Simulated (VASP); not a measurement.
A run of VASP 6.6.1:

INCAR

```
SYSTEM = PbSe
PREC     = Accurate       ! precision mode
ENCUT    = 520            ! plane-wave cutoff, eV
EDIFF    = 1E-6           ! SCF threshold, eV
ISMEAR   = -1             ! smearing method
SIGMA    = 0.02           ! smearing width, eV
LREAL    = .FALSE.        ! projectors in reciprocal space
LASPH    = .TRUE.         ! aspherical terms in the spheres
NELM     = 80             ! most SCF steps
ALGO     = Normal         ! electronic algorithm
ISIF     = 2              ! what is computed and relaxed
LWAVE    = .FALSE.        ! write WAVECAR
LCHARG   = .FALSE.        ! write CHGCAR
GGA      = PE             ! functional
NBANDS   = 17             ! bands
```

The input KPOINTS:

```
regular mesh
0
G
  7 7 7
  0 0 0
```

Contents of POSCAR:

```
PbSe
1.0
   -0.0459322500      3.0621500000      3.0621500000
    3.0621500000     -0.0459322500      3.0621500000
    3.0162177500      3.0162177500      0.0000000000
Pb Se
1 1
Direct
    0.0000000000      0.0000000000      0.0000000000
    0.5000000000      0.5000000000      0.5000000000
```

Potentials or basis: VASP PAW PBE potentials, release 64 (Pb_d, Se).

The run is started by

```bash
$ cat potpaw_PBE.64/Pb_d/POTCAR potpaw_PBE.64/Se/POTCAR > POTCAR
$ mpirun -np 1 vasp_std > vasp.out
```

Hardware: 1 thread of AMD EPYC 7R13 (shared host).

Estimate the wall time of this run.

Run time: 100 s on 1 thread of AMD EPYC 7R13, on a shared host, peak memory 0.19 GiB. Counts: scf iterations 12, k points 64.
